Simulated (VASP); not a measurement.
A run of VASP 6.6.1 is set up as follows.

The input INCAR:

```
PREC = Accurate
ENCUT = 600
EDIFF = 1E-7
ISMEAR = -1
SIGMA = 0.05
LREAL = F
LASPH = T
NELM = 80
ALGO = Normal
ISIF = 3
LWAVE = F
LCHARG = F
GGA = B5
ALDAX = 1.0
AGGAX = 1.0
AGGAC = 1.0
ALDAC = 0.0
IBRION = 2
NSW = 80
EDIFFG = -0.01
```

File KPOINTS:

```
regular mesh
0
Gamma
  10 10 10
```

POSCAR

```
GaN
1.0
    0.0000000000      2.2535006075      2.2535006075
    2.2535006075      0.0000000000      2.2535006075
    2.2535006075      2.2535006075      0.0000000000
Ga N
1 1
Direct
    0.0000000000      0.0000000000      0.0000000000
    0.2500000000      0.2500000000      0.2500000000
```

Potentials or basis: VASP PAW PBE potentials, release 64 (Ga_d, N).

Run with:

```console
$ cat potpaw_PBE.64/Ga_d/POTCAR potpaw_PBE.64/N/POTCAR > POTCAR
$ mpirun -np 1 vasp_std > vasp.out
```

(1) Predict the relaxed volume.

(2) Estimate the space group after relaxing (to 0.05 Å).

(3) Estimate the relaxed cell.

(4) Estimate the band gap on the k mesh.

Results:

(1) 12.21 Å³/atom.

(2) F-43m (No. 216).

(3) a = 3.257 Å, b = 3.257 Å, c = 3.257 Å, α = 60.00°, β = 60.00°, γ = 60.00°.

(4) 1.38 eV, direct.

Caveat: the PAW data sets were made with another functional, which shifts forces and pressure a little.
